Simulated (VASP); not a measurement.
Write the native input for VASP 6.6.1 that does the following.

| Item | Value |
| --- | --- |
| Task | single point |
| Functional | PBE |
| Potentials or basis | VASP PAW PBE potentials, release 64 (Sn_d, Se) |
| Cutoff | 520 eV |
| k mesh | 2 × 2 × 2 |
| Occupations | fermi-dirac, width 0.19 eV |
| Spin | no spin polarisation |
| Dipole correction | no |
| Further INCAR settings | LREAL = Auto; ALGO = Normal; EDIFF = 1e-07; NBANDS = 94 |

The structure of SnSe lies in POSCAR:

```
SnSe
1.0
    0.0000000000      6.7279685745      6.7279685745
    6.7279685745      0.0000000000      6.7279685745
    6.7279685745      6.7279685745      0.0000000000
Sn Se
8 8
Direct
   -0.0173170399     -0.0213708638      0.0298911176
   -0.0052495786     -0.0050600712      0.5125518887
    0.0353793270      0.4702899493      0.0123029707
    0.0100301449      0.4973351856      0.5264794954
    0.4950315928      0.0217126460     -0.0279322054
    0.5023977836     -0.0077952950      0.5124557973
    0.4962204361      0.5095483818      0.0084778190
    0.5026626481      0.4815412653      0.4924512449
    0.1171873042      0.1285748425      0.1641945095
    0.1032770133      0.1234406033      0.5892626364
    0.1177707641      0.6317327367      0.0885412875
    0.1029190301      0.6444266129      0.6117874890
    0.6077613108      0.1712913768      0.1193773412
    0.6598041371      0.1050060642      0.6324753829
    0.6452716674      0.6294392510      0.0700550983
    0.6172140155      0.6469595468      0.6240749274
```

The input as run:

INCAR

```
PREC = Accurate ; ENCUT = 520
EDIFF = 1E-7 ; ISMEAR = -1
SIGMA = 0.19 ; LREAL = Auto
LASPH = T ; NELM = 60
ALGO = Normal ; ISIF = 2
LWAVE = F ; LCHARG = T
GGA = PE ; LELF = T
LVHAR = T ; NBANDS = 94
```

KPOINTS

```
Automatic mesh
0
Gamma
  2 2 2
```

Potentials or basis: VASP PAW PBE potentials, release 64 (Sn_d, Se).

The run is started by

```bash
$ cat potpaw_PBE.64/Sn_d/POTCAR potpaw_PBE.64/Se/POTCAR > POTCAR
$ mpirun -np 1 vasp_std > vasp.out
```

It gave:

```yaml
Pressure: 1.4 GPa
Largest_force: 2.042 eV/Å
Band_gap_on_the_k_mesh: zero (bands 80 and 81 overlap by 0.48 eV)
```

Caveat: the k points lie up to 0.40 Å⁻¹ apart; the structure was generated, so it needn't be the stable form of SnSe; semilocal functionals underestimate gaps, and a narrow one can read as zero; spin-orbit coupling is left out, which moves the levels of the heavy elements; forces of over 1 eV/Å act on the atoms, so gaps and moduli don't describe the material at rest.

Run time: 20 min on 1 thread of Intel(R) Xeon(R) Platinum 8375C CPU @ 2.90GHz (Ice Lake) (shared host), peak memory 0.85 GiB.
